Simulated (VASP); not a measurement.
AgI, 2 atoms in the cell. The structure is cubic, space group F-43m (No. 216). The conventional cell has a = 6.185 Å, b = 6.185 Å, c = 6.185 Å, α = 90.00°, β = 90.00°, γ = 90.00°. Within 3.5 Å of Ag (site symmetry -43m) lie 4 I at 2.68 Å. I (site symmetry -43m) has 4 Ag at 2.68 Å within 3.5 Å. 

| Property | Result |
| --- | --- |
| Program | VASP 6.6.1 |
| Task | single point |
| Functional | LDA |
| Potentials or basis | VASP PAW LDA potentials, release 64 (Ag, I) |
| Cutoff | 500 eV |
| k mesh | 6 × 6 × 6 |
| Occupations | gaussian, width 0.01 eV |
| Spin | no spin polarisation |
| Dipole correction | no |
| Further INCAR settings | ALGO = Normal; EDIFF = 1e-06; NBANDS = 16 |

Potentials or basis: VASP PAW LDA potentials, release 64 (Ag, I).

Command:

```console
$ cat potpaw_LDA.64/Ag/POTCAR potpaw_LDA.64/I/POTCAR > POTCAR
$ mpirun -np 1 vasp_std > vasp.out
```

Hardware: 1 thread of Intel(R) Xeon(R) 6975P-C (Granite Rapids), with other jobs on the host.

How long does it take, and how much memory?

Run time: 4.1 s on 1 thread of Intel(R) Xeon(R) 6975P-C (Granite Rapids), on a shared host, peak memory 0.15 GiB. Counts: scf iterations 12, k points 16.
